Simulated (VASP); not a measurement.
Wanted: the native input for a VASP 6.6.1 run.

```
Task                   : single point
Functional             : PBEsol
Potentials or basis    : VASP PAW PBE potentials, release 64 (Si, Ni)
Cutoff                 : 520 eV
k mesh                 : 14 × 14 × 14
Occupations            : gaussian, width 0.15 eV
Spin                   : no spin polarisation
Dipole correction      : no
Further INCAR settings : ALGO = Fast; EDIFF = 1e-06; NBANDS = 25
```

The structure of SiNi3 lies in POSCAR:

```
SiNi3
1.0
    3.4612457436      0.0000000000      0.0000000000
    0.0000000000      3.3747146000      0.0000000000
    0.0000000000      0.0000000000      3.4612457436
Si Ni
1 3
Direct
    0.0000000000      0.0000000000      0.0000000000
    0.0000000000      0.5000000000      0.5000000000
    0.5000000000      0.0000000000      0.5000000000
    0.5000000000      0.5000000000      0.0000000000
```

This cell differs from its parent crystal: strain -0.0250 x Voigt [0, 1, 0, 0, 0, 0].

One way to write it, as run:

INCAR

```
  PREC = Accurate
  ENCUT = 520
  EDIFF = 1E-6
  ISMEAR = 0
  SIGMA = 0.15
  LREAL = F
  LASPH = T
  NELM = 80
  ALGO = Fast
  ISIF = 2
  LWAVE = F
  LCHARG = T
  GGA = PS
  LELF = T
  LVHAR = T
  NBANDS = 25
```

KPOINTS

```
regular mesh
0
Gamma
  14 14 14
```

Potentials or basis: VASP PAW PBE potentials, release 64 (Si, Ni).

The run is started by

```console
$ cat potpaw_PBE.64/Si/POTCAR potpaw_PBE.64/Ni/POTCAR > POTCAR
$ mpirun -np 1 vasp_std > vasp.out
```

Results of the run:

- Pressure: 6.6 GPa
- Band gap on the k mesh: zero (band 17 reaches 11.57 eV, above the bottom of band 18 at 11.25 eV)

Caveat: the cell differs from its parent crystal (strain -0.0250 x Voigt [0, 1, 0, 0, 0, 0]); the PAW data sets were made with another functional, which shifts forces and pressure a little.

Run time: 4.1 min on 1 thread of Intel Xeon 6975P-C, with other jobs on the host, peak memory 0.35 GiB.
